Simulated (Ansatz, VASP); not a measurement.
One calculation of C, two programs

```xyz
12
Lattice="2.4666 0.0000 0.0000 -1.2333 2.1361 0.0000 0.0000 0.0000 28.9944" Properties=species:S:1:pos:R:3 pbc="T T T"
C     1.2333    0.7120   27.9306
C     1.2333    0.7120   13.4334
C     1.2333    0.7120   22.2663
C     1.2333    0.7120    7.7691
C     0.0000    0.0000   17.8529
C     0.0000    1.4241    7.7691
C     0.0000    0.0000    3.3558
C     1.2333    0.7120   17.8529
C     0.0000    1.4241   22.2663
C     0.0000    1.4241    3.3557
C     0.0000    1.4241   13.4334
C     0.0000    1.4241   27.9306
```

Alike in both runs: functional PBE; k mesh 18 × 18 × 2; occupations gaussian, width 0.1 eV; no spin polarisation.

Ansatz relaxed the structure, and its values are those at the end. VASP's run is a single point on that final structure, the one shown.

```csv
,VASP,Ansatz
version,VASP 6.6.1,Ansatz 0.2.0
potentials or method,"VASP PAW PBE potentials, release 64 (C), cutoff 520 eV","scalar-relativistic, plane waves, PAW"
valence electrons in the cell,48,48
```

VASP gave:

```
gap on the k mesh at the Fermi level (eV) : none
pressure (GPa)                            : 0.3
```

Question: Estimate Ansatz's values.

Answer: gap on the k mesh at the Fermi level (eV): none; pressure (GPa): 0.0.

A gap of «none» marks a metal or a gap that the smearing closes. The functional is the same, so the differences come from potentials, cutoffs and numerics.
